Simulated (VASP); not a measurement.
Mg8HO8 (a cell with a defect), 17 atoms in the cell. The cell holds a defect, 17 atoms: a = 5.446 Å, b = 5.446 Å, c = 5.446 Å, α = 60.00°, β = 60.00°, γ = 60.00°. 

```yaml
Program: VASP 6.6.1
Task: single point
Functional: PBE
Dispersion: D3(BJ)
Potentials_or_basis: VASP PAW PBE potentials, release 64 (Mg, O, H)
Cutoff: 520 eV
k_mesh: 3 × 3 × 3
Occupations: gaussian, width 0.05 eV
Spin: collinear spin
Starting_moments: "[0.0, 0.0, 0.0, 0.0, 0.0, 0.0, 0.0, 0.0, 0.09, 0.09, 0.0, 0.09, 0.0, 0.09, 0.0, 0.0, 0.4] μB"
Dipole_correction: no
Further_INCAR_settings: ALGO = Normal; EDIFF = 1e-06; NBANDS = 50
```

Potentials or basis: VASP PAW PBE potentials, release 64 (Mg, O, H).

Command:

```bash
$ cat potpaw_PBE.64/Mg/POTCAR potpaw_PBE.64/O/POTCAR potpaw_PBE.64/H/POTCAR > POTCAR
$ mpirun -np 1 vasp_std > vasp.out
```

Hardware: 1 thread of Intel Xeon 8259CL (shared host).

Q: How long does it take, and how much memory?

A: Wall time 6.8 min on 1 thread of Intel Xeon 8259CL, on a shared host, peak memory 0.42 GiB. Counts: scf iterations 15, k points 14.
